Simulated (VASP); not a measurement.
# Na4N (Im-3m) in VASP: further runs

Na4N is run at these levels: PBE; tasks: single point, relaxation of cell and atoms.

Everything below comes from runs of VASP 6.6.1. Logs are shortened: lines on timing, memory, paths and dates and some standing lists are left out, and cuts for length are marked.

## Step 1: The cell of the first run

The structure is cubic, space group Im-3m (No. 229). The conventional cell has a = 5.600 Å, b = 5.600 Å, c = 5.600 Å, α = 90.00°, β = 90.00°, γ = 90.00°. Na (site symmetry -3m) has 2 N at 2.42 Å and 6 Na at 2.80 Å within 3.2 Å. Within 3.2 Å of N (site symmetry m-3m) lie 8 Na at 2.42 Å.

The cell was built from a structure type or drawn by symmetry, and may not be a known phase.

## Step 2: Single point, PBE

Input file INCAR:

```
ALGO = Normal ; EDIFF = 1E-7
ENCUT = 520 ; GGA = PE
ISIF = 2 ; ISMEAR = 0
LASPH = T ; LCHARG = T
LELF = T ; LREAL = F
LVHAR = T ; LWAVE = F
NBANDS = 24 ; NELM = 100
PREC = Accurate ; SIGMA = 0.1
```

Input file KPOINTS:

```
k-points
0
Gamma
  4 4 4
```

Input file POSCAR:

```
Na4N
1.0
   -2.8000557300      2.8000557300      2.8000557300
    2.8000557300     -2.8000557300      2.8000557300
    2.8000557300      2.8000557300     -2.8000557300
Na N
4 1
Direct
    0.5000000000      0.5000000000      0.5000000000
    0.5000000000      0.0000000000      0.0000000000
    0.0000000000      0.0000000000      0.5000000000
    0.0000000000      0.5000000000      0.0000000000
    0.0000000000      0.0000000000      0.0000000000
```

Potentials or basis: VASP PAW PBE potentials, release 64 (Na_pv, N).

Command:

```
$ cat potpaw_PBE.64/Na_pv/POTCAR potpaw_PBE.64/N/POTCAR > POTCAR
$ mpirun -np 1 vasp_std > vasp.out
```

OUTCAR:

```text
EDIFF = 1E-7
   ENCUT = 520
   GGA = PE
   ISIF = 2
   ISMEAR = 0
   LASPH = T
   LREAL = F
   NELM = 100
   PREC = Accurate

 ion  position               nearest neighbor table
   1  0.500  0.500  0.500-
   2  0.500  0.000  0.000-
   3  0.000  0.000  0.500-
   4  0.000  0.500  0.000-
   5  0.000  0.000  0.000-

  LATTYP: Found a body centered cubic cell.
 ALAT       =     5.6001114600

  Lattice vectors:

 A1 = (  -2.8000557300,   2.8000557300,   2.8000557300)
 A2 = (   2.8000557300,  -2.8000557300,   2.8000557300)
 A3 = (   2.8000557300,   2.8000557300,  -2.8000557300)

Analysis of symmetry for initial positions (statically):
=====================================================================
 Subroutine PRICEL returns:
 Original cell was already a primitive cell.

 Routine SETGRP: Setting up the symmetry group for a
 body centered cubic supercell.

 Subroutine GETGRP returns: Found 48 space group operations
 (whereof 48 operations were pure point group operations)
 out of a pool of 48 trial point group operations.

The static configuration has the point symmetry O_h .

Analysis of symmetry for dynamics (positions and initial velocities):
=====================================================================
 Subroutine PRICEL returns:
 Original cell was already a primitive cell.

 Routine SETGRP: Setting up the symmetry group for a
 body centered cubic supercell.

 Subroutine GETGRP returns: Found 48 space group operations
 (whereof 48 operations were pure point group operations)
 out of a pool of 48 trial point group operations.

The dynamic configuration has the point symmetry O_h .

 Subroutine INISYM returns: Found 48 space group operations
 (whereof 48 operations are pure point group operations),
 and found     1 'primitive' translations

----------------------------------------------------------------------------------------

                                     Primitive cell

  volume of cell :      87.8132

  direct lattice vectors                    reciprocal lattice vectors
    -2.800055730  2.800055730  2.800055730     0.000000000  0.178567874  0.178567874
     2.800055730 -2.800055730  2.800055730     0.178567874  0.000000000  0.178567874
     2.800055730  2.800055730 -2.800055730     0.178567874  0.178567874  0.000000000

  length of vectors
     4.849838788  4.849838788  4.849838788     0.252533110  0.252533110  0.252533110

  position of ions in fractional coordinates (direct lattice)
     0.500000000  0.500000000  0.500000000
     0.500000000  0.000000000  0.000000000
     0.000000000  0.000000000  0.500000000
     0.000000000  0.500000000  0.000000000
     0.000000000  0.000000000  0.000000000

  ion indices of the primitive-cell ions
   primitive index   ion index
                 1           1
                 2           2
                 3           3
                 4           4
                 5           5

----------------------------------------------------------------------------------------

 KPOINTS: k-points

Automatic generation of k-mesh.
 Grid dimensions read from file:
 generate k-points for:    4    4    4

 Generating k-lattice:

  Cartesian coordinates                     Fractional coordinates (reciprocal lattice)
     0.000000000  0.044641969  0.044641969     0.250000000  0.000000000  0.000000000
     0.044641969  0.000000000  0.044641969     0.000000000  0.250000000  0.000000000
     0.044641969  0.044641969  0.000000000     0.000000000  0.000000000  0.250000000

  Length of vectors
     0.063133277  0.063133277  0.063133277

  Shift w.r.t. Gamma in fractional coordinates (k-lattice)
     0.000000000  0.000000000  0.000000000

 Subroutine IBZKPT returns following result:
 ===========================================

 Found      8 irreducible k-points:

 Following reciprocal coordinates:
            Coordinates               Weight
  0.000000  0.000000  0.000000      1.000000
  0.250000  0.000000  0.000000     12.000000
  0.500000  0.000000  0.000000      6.000000
  0.250000  0.250000  0.000000     24.000000
  0.250000  0.250000  0.250000      2.000000
 -0.250000  0.250000  0.250000      6.000000
  0.500000  0.500000  0.250000     12.000000
  0.500000  0.500000  0.500000      1.000000
   k-points           NKPTS =      8   k-points in BZ     NKDIM =      8   number of bands    NBANDS=     24
   number of dos      NEDOS =    301   number of ions     NIONS =      5
   total plane-waves  NPLWV =  46656
   dimension x,y,z NGX =    36 NGY =   36 NGZ =   36
   dimension x,y,z NGXF=    72 NGYF=   72 NGZF=   72
   ions per type =               4   1
   NGX,Y,Z   is equivalent  to a cutoff of  12.34, 12.34, 12.34 a.u.
   NGXF,Y,Z  is equivalent  to a cutoff of  24.68, 24.68, 24.68 a.u.
 SYSTEM =  unknown system
   PREC   = accura    normal or accurate (medium, high low for compatibility)
   ISTART =      0    job   : 0-new  1-cont  2-samecut
   ICHARG =      2    charge: 1-file 2-atom 10-const
   ISPIN  =      1    spin polarized calculation?
   LNONCOLLINEAR =      F non collinear calculations
   LSORBIT =      F    spin-orbit coupling
   LASPH  =      T    aspherical Exc in radial PAW
   ENCUT  =  520.0 eV  38.22 Ry    6.18 a.u.   9.02  9.02  9.02*2*pi/ulx,y,z
   NELM   =    100;   NELMIN=  2; NELMDL= -5     # of ELM steps
   EDIFF  = 0.1E-06   stopping-criterion for ELM
   LREAL  =      F    real-space projection
   EDIFFG = 0.1E-05   stopping-criterion for IOM
   NSW    =      0    number of steps for IOM
   IBRION =     -1    ionic relax: 0-MD 1-quasi-New 2-CG
   NFREE  =      0    steps in history (QN), initial steepest desc. (CG)
   ISIF   =      2    stress and relaxation
   ISYM   =      2    0-nonsym 1-usesym 2-fastsym
   POTIM  = 0.5000    time-step for ionic-motion
   TEBEG  =    0.0;   TEEND  =   0.0 temperature during run
   PSTRESS=    0.0 pullay stress
   NELECT =      33.0000    total number of electrons
   NUPDOWN=      -1.0000    fix difference up-down
   EMIN   =  10.00;   EMAX   =-10.00  energy-range for DOS
   EFERMI =   0.00;   METHOD = LEGACY
   ISMEAR =     0;   SIGMA  =   0.10  broadening in eV -4-tet -1-fermi 0-gaus
   EFERMI_NEDOS =   21; number of points for ismear=-14 and -15
   IALGO  =     38    algorithm
   IMIX   =      4    mixing-type and parameters
     AMIX     =   0.40;   BMIX     =  1.00
     AMIX_MAG =   1.60;   BMIX_MAG =  1.00
  volume/ion in A,a.u.               =      17.56       118.52
  Fermi-wavevector in a.u.,A,eV,Ry     =   1.181389  2.232501 18.989369  1.395679
  Thomas-Fermi vector in A             =   2.317663
   LORBIT       =      0    0 simple, 1 ext, 2 COOP (PROOUT), +10 PAW based schemes
   GGA     = PE    functional components
   LHFCALC =     F    Hartree Fock is set to
   AEXX    =    0.0000 exact exchange contribution
   IVDW    =     0    specifies the selected vdW correction
   LEPSILON=     F    determine dielectric tensor
   LRPA    =     F    only Hartree local field effects (RPA)
 non-spin polarized calculation
 Gauss-broadening in eV      SIGMA  =   0.10
  energy-cutoff  :      520.00
  volume of cell :       87.81
 maximum number of plane-waves:      2382
   NGX = 19   NGY = 19   NGZ = 19

 number of electron      32.9999942 magnetization

 Free energy of the ion-electron system (eV)
  ---------------------------------------------------
  ext. energy  EPLUGINS =         0.00000000
  ---------------------------------------------------
  free energy    TOTEN  =       -11.55030241 eV

  energy without entropy =      -11.53428252  energy(sigma->0) =      -11.54229246

 E-fermi :   2.8075     XC(G=0):  -8.5060

 val. band max:        2.6575215319   @ k =   0.5000   0.5000   0.5000
 cond. band min:       2.8660154125   @ k =   0.2500   0.2500   0.0000
 fundamental gap:      0.2084938806
 Fermi energy:         2.8074705474

 k-point     1 :       0.0000    0.0000    0.0000
  band No.  band energies     occupation
      1     -22.1822      2.00000
      2     -22.1822      2.00000
      3     -22.1822      2.00000
      4     -22.0873      2.00000
      5     -22.0873      2.00000
      6     -22.0873      2.00000
[... 16 lines left out ...]
     23       9.9400      0.00000
     24       9.9400      0.00000

 k-point     2 :       0.2500    0.0000    0.0000
  band No.  band energies     occupation
      1     -22.1707      2.00000
      2     -22.1681      2.00000
      3     -22.1381      2.00000
      4     -22.0848      2.00000
      5     -22.0782      2.00000
      6     -22.0501      2.00000
[... 16 lines left out ...]
     23       9.9053      0.00000
     24      10.0653      0.00000

 k-point     3 :       0.5000    0.0000    0.0000
  band No.  band energies     occupation
      1     -22.1584      2.00000
      2     -22.1559      2.00000
      3     -22.0773      2.00000
      4     -22.0620      2.00000
      5     -22.0399      2.00000
      6     -22.0283      2.00000
[... 16 lines left out ...]
     23      10.1411      0.00000
     24      10.9365      0.00000

 k-point     4 :       0.2500    0.2500    0.0000
  band No.  band energies     occupation
      1     -22.1610      2.00000
      2     -22.1141      2.00000
      3     -22.1083      2.00000
      4     -22.1023      2.00000
      5     -22.0150      2.00000
      6     -22.0124      2.00000
[... 16 lines left out ...]
     23      10.1365      0.00000
     24      10.6397      0.00000

 k-point     5 :       0.2500    0.2500    0.2500
  band No.  band energies     occupation
      1     -22.0633      2.00000
      2     -22.0633      2.00000
      3     -22.0633      2.00000
      4     -22.0452      2.00000
      5     -22.0452      2.00000
      6     -22.0452      2.00000
[... 16 lines left out ...]
     23      10.2414      0.00000
     24      10.2727      0.00000

 k-point     6 :      -0.2500    0.2500    0.2500
  band No.  band energies     occupation
      1     -22.2069      2.00000
      2     -22.1456      2.00000
      3     -22.1293      2.00000
      4     -22.1293      2.00000
      5     -22.0034      2.00000
      6     -22.0034      2.00000
[... 16 lines left out ...]
     23      11.0108      0.00000
     24      11.2111      0.00000

 k-point     7 :       0.5000    0.5000    0.2500
  band No.  band energies     occupation
      1     -22.2071      2.00000
      2     -22.1833      2.00000
      3     -22.1148      2.00000
      4     -22.0772      2.00000
      5     -22.0716      2.00000
      6     -22.0004      2.00000
[... 16 lines left out ...]
     23      10.4050      0.00000
     24      10.9134      0.00000

 k-point     8 :       0.5000    0.5000    0.5000
  band No.  band energies     occupation
      1     -22.2315      2.00000
      2     -22.2315      2.00000
      3     -22.0988      2.00000
      4     -22.0988      2.00000
      5     -22.0988      2.00000
      6     -22.0460      2.00000
[... 16 lines left out ...]
     23      12.4170      0.00000
     24      12.4170      0.00000

------------------------ aborting loop because EDIFF is reached ----------------------------------------

  FORCE on cell =-STRESS in cart. coord.  units (eV):
  Direction    XX          YY          ZZ          XY          YZ          ZX
  --------------------------------------------------------------------------------------
  -------------------------------------------------------------------------------------
  Total        4.1792069      4.1792069      4.1792069      0.0000000     -0.0000000     -0.0000000
  in kB       76.2508057     76.2508057     76.2508057      0.0000000     -0.0000000     -0.0000000
  external PRESSURE =      76.2508057 kB  Pullay stress =       0.0000000 kB

 VOLUME and BASIS-vectors are now :
 -----------------------------------------------------------------------------
  energy-cutoff  :      520.00
  volume of cell :       87.81
      direct lattice vectors                 reciprocal lattice vectors
    -2.800055730  2.800055730  2.800055730     0.000000000  0.178567874  0.178567874
     2.800055730 -2.800055730  2.800055730     0.178567874  0.000000000  0.178567874
     2.800055730  2.800055730 -2.800055730     0.178567874  0.178567874  0.000000000

 POSITION                                       TOTAL-FORCE (eV/Angst)
 -----------------------------------------------------------------------------------
      1.40003      1.40003      1.40003        -0.000000      0.000000      0.000000
     -1.40003      1.40003      1.40003         0.000000      0.000000     -0.000000
      1.40003      1.40003     -1.40003        -0.000000     -0.000000      0.000000
      1.40003     -1.40003      1.40003         0.000000      0.000000     -0.000000
      0.00000      0.00000      0.00000        -0.000000      0.000000      0.000000
 -----------------------------------------------------------------------------------
    total drift:                               -0.000000     -0.000000      0.000000

  FREE ENERGIE OF THE ION-ELECTRON SYSTEM (eV)
  ---------------------------------------------------
  free  energy   TOTEN  =       -11.5503024073 eV

  energy  without entropy=      -11.5342825184  energy(sigma->0) =      -11.54229246
```

Run time: 17 s. Hardware: 1 thread of Intel Xeon Platinum 8488C (Sapphire Rapids), shared host; peak memory 0.19 GiB.

What came out:

```yaml
Free_energy: -11.5503 eV
Pressure: 7.6 GPa
Band_gap_on_the_k_mesh: zero (an odd number of electrons rules out a gap without spin polarisation)
```

Caveat: the k points lie up to 0.40 Å⁻¹ apart, too coarse for converged energies and pressures of a metal.

(Part 1 of 2 ends here.)
